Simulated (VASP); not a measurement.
# SnS (Pnma) in VASP: a series of runs, part 2 of 2

VASP 6.6.1. Earlier steps stand in the parts before.

## Step 3: Single point, PBE (z stretched by +1 %, then relaxed in part)

Contents of INCAR:

```
PREC = Accurate
ENCUT = 500
EDIFF = 1E-6
ISMEAR = -1
SIGMA = 0.02
LREAL = False
LASPH = True
NELM = 120
ALGO = Normal
ISIF = 2
LWAVE = False
LCHARG = False
GGA = PE
NBANDS = 50
GGA_COMPAT = False
```

Contents of KPOINTS:

```
Automatic mesh
0
Gamma
  4 11 10
```

Contents of POSCAR:

```
SnS
1.0
   11.3200000000      0.0000000000      0.0000000000
    0.0000000000      4.0500000000      0.0000000000
    0.0000000000      0.0000000000      4.2844200000
Sn S
4 4
Direct
    0.1212438582      0.2500000000      0.1100858743
    0.3787561418      0.7500000000      0.6100858743
    0.6212438582      0.2500000000      0.3899141257
    0.8787561418      0.7500000000      0.8899141257
    0.8519953482      0.2500000000      0.4786283020
    0.6480046518      0.7500000000      0.9786283020
    0.3519953482      0.2500000000      0.0213716980
    0.1480046518      0.7500000000      0.5213716980
```

Potentials or basis: VASP PAW PBE potentials, release 64 (Sn_d, S).

The run is started by

```console
cat potpaw_PBE.64/Sn_d/POTCAR potpaw_PBE.64/S/POTCAR > POTCAR
mpirun -np 1 vasp_std > vasp.out
```

OUTCAR:

```text
PREC = Accurate
   ENCUT = 500
   EDIFF = 1E-6
   ISMEAR = -1
   LREAL = False
   LASPH = True
   NELM = 120
   ISIF = 2
   GGA = PE

 ion  position               nearest neighbor table
   1  0.121  0.250  0.110-   7 2.64   8 2.70   8 2.70   8 3.25   8 3.25   4 3.54   4 3.54
   2  0.379  0.750  0.610-   8 2.64   7 2.70   7 2.70   7 3.25   7 3.25   3 3.54   3 3.54
   3  0.621  0.250  0.390-   5 2.64   6 2.70   6 2.70   6 3.25   6 3.25   2 3.54   2 3.54
   4  0.879  0.750  0.890-   6 2.64   5 2.70   5 2.70   5 3.25   5 3.25   1 3.54   1 3.54
   5  0.852  0.250  0.479-   3 2.64   4 2.70   4 2.70   4 3.25   4 3.25
   6  0.648  0.750  0.979-   4 2.64   3 2.70   3 2.70   3 3.25   3 3.25
   7  0.352  0.250  0.021-   1 2.64   2 2.70   2 2.70   2 3.25   2 3.25
   8  0.148  0.750  0.521-   2 2.64   1 2.70   1 2.70   1 3.25   1 3.25

  LATTYP: Found a simple orthorhombic cell.
 ALAT       =     4.0500000000
 B/A-ratio  =     1.0578814815
 C/A-ratio  =     2.7950617284

  Lattice vectors:

 A1 = (   0.0000000000,   4.0500000000,   0.0000000000)
 A2 = (   0.0000000000,   0.0000000000,   4.2844200000)
 A3 = (  11.3200000000,   0.0000000000,   0.0000000000)

[... 196 lines left out ...]
  band No.  band energies     occupation
      1     -15.2512      2.00000
      2     -15.2406      2.00000
      3     -15.2344      2.00000
      4     -15.2324      2.00000
      5     -15.2281      2.00000
      6     -15.2227      2.00000
[... 1261 lines left out ...]
     49      11.1363      0.00000
     50      11.1784      0.00000

 [... further k-points ...]

------------------------ aborting loop because EDIFF is reached ----------------------------------------

  FORCE on cell =-STRESS in cart. coord.  units (eV):
  Direction    XX          YY          ZZ          XY          YZ          ZX
  --------------------------------------------------------------------------------------
  -------------------------------------------------------------------------------------
  Total        1.2933129      0.9501411      1.4688004      0.0000000      0.0000000      0.0000000
  in kB       10.5492282      7.7500625     11.9806362      0.0000000      0.0000000      0.0000000
  external PRESSURE =      10.0933089 kB  Pullay stress =       0.0000000 kB

 VOLUME and BASIS-vectors are now :
 -----------------------------------------------------------------------------
  energy-cutoff  :      500.00
  volume of cell :      196.42
      direct lattice vectors                 reciprocal lattice vectors
    11.320000000  0.000000000  0.000000000     0.088339223  0.000000000  0.000000000
     0.000000000  4.050000000  0.000000000     0.000000000  0.246913580  0.000000000
     0.000000000  0.000000000  4.284420000     0.000000000  0.000000000  0.233403821

 POSITION                                       TOTAL-FORCE (eV/Angst)
 -----------------------------------------------------------------------------------
      1.37248      1.01250      0.47165        -0.021245     -0.000000      0.004103
      4.28752      3.03750      2.61386         0.021245     -0.000000      0.004103
      7.03248      1.01250      1.67056        -0.021245      0.000000     -0.004103
      9.94752      3.03750      3.81277         0.021245      0.000000     -0.004103
      9.64459      1.01250      2.05064        -0.006005     -0.000000     -0.001266
      7.33541      3.03750      4.19285         0.006005      0.000000     -0.001266
      3.98459      1.01250      0.09157        -0.006005      0.000000      0.001266
      1.67541      3.03750      2.23378         0.006005     -0.000000      0.001266
 -----------------------------------------------------------------------------------
    total drift:                                0.000000     -0.000000     -0.000000

  FREE ENERGIE OF THE ION-ELECTRON SYSTEM (eV)
  ---------------------------------------------------
  free  energy   TOTEN  =       -35.4272557287 eV

  energy  without entropy=      -35.4272557287  energy(sigma->0) =      -35.42725573
```

OSZICAR:

```text
N       E                     dE             d eps       ncg     rms          rms(c)
DAV:   1     0.883014188061E+03    0.88301E+03   -0.36155E+04 11668   0.209E+03
DAV:   2     0.123022918330E+03   -0.75999E+03   -0.73369E+03 10824   0.602E+02
DAV:   3    -0.253759359713E+02   -0.14840E+03   -0.14112E+03 12858   0.207E+02
DAV:   4    -0.363420025058E+02   -0.10966E+02   -0.10776E+02 12914   0.567E+01
DAV:   5    -0.367729455303E+02   -0.43094E+00   -0.42962E+00 13388   0.118E+01    0.115E+01
DAV:   6    -0.354147233387E+02    0.13582E+01   -0.27080E+00 15046   0.802E+00    0.767E+00
DAV:   7    -0.354360302420E+02   -0.21307E-01   -0.10093E+00 14056   0.338E+00    0.287E+00
DAV:   8    -0.354272475052E+02    0.87827E-02   -0.10850E-01 14646   0.200E+00    0.483E-01
DAV:   9    -0.354269548918E+02    0.29261E-03   -0.15404E-02 13780   0.755E-01    0.162E-01
DAV:  10    -0.354271400750E+02   -0.18518E-03   -0.13658E-03 14084   0.180E-01    0.105E-01
DAV:  11    -0.354272816009E+02   -0.14153E-03   -0.51906E-04 14374   0.121E-01    0.388E-02
DAV:  12    -0.354272525792E+02    0.29022E-04   -0.93411E-05 14138   0.516E-02    0.139E-02
DAV:  13    -0.354272556431E+02   -0.30639E-05   -0.14288E-05 11042   0.144E-02    0.606E-03
DAV:  14    -0.354272557287E+02   -0.85671E-07   -0.72827E-07  7784   0.574E-03
   1 F= -.35427256E+02 E0= -.35427256E+02  d E =-.337579E-10
```

stdout:

```text
POSCAR found type information on POSCAR SnS
 POSCAR found :  2 types and       8 ions
 scaLAPACK will be used
 LDA part: xc-table for (Slater+PW92), standard interpolation
 POSCAR, INCAR and KPOINTS ok, starting setup
 FFT: planning ... GRIDC
 FFT: planning ... GRID_SOFT
 FFT: planning ... GRID
 WAVECAR not read
 entering main loop
```

Wall time 17 min (1 thread of Intel Xeon Platinum 8259CL at 2.50GHz (Skylake/Cascade Lake), shared host); peak memory 0.76 GiB.

Results:

```
Free energy            : -35.4273 eV
Pressure               : 1.0 GPa
Largest force          : 0.022 eV/Å
Band gap on the k mesh : 0.96 eV (least direct gap 1.14 eV)
```

Forces on the atoms (eV/Å):
```
Sn  -0.021  0.000  0.004
Sn   0.021  0.000  0.004
Sn  -0.021  0.000 -0.004
Sn   0.021  0.000 -0.004
S   -0.006  0.000 -0.001
S    0.006  0.000 -0.001
S   -0.006  0.000  0.001
S    0.006  0.000  0.001
```

Levels at points of the mesh, in eV from the valence-band top:
```tsv
k point	band 36	band 37	band 38	band 39	band 40	band 41	band 42	band 43	band 44	band 45
(0.00, 0.00, 0.00)	-1.97	-1.85	-1.23	-0.65	-0.54	0.96	3.15	3.16	3.21	3.55
(0.50, 0.00, 0.00)	-2.12	-2.06	-2.06	-0.56	-0.56	2.71	2.71	2.92	2.92	4.15
(0.00, 0.00, 0.50)	-1.70	-0.81	-0.81	-0.07	-0.07	1.52	1.52	1.92	1.92	2.12
(0.50, 0.00, 0.50)	-2.04	-0.63	-0.63	-0.02	-0.02	1.47	1.47	1.88	1.88	2.16
```

Caveat: the cell differs from its parent crystal (z stretched by +1 %, then relaxed in part); spin-orbit coupling is left out, which moves the levels of the heavy elements.
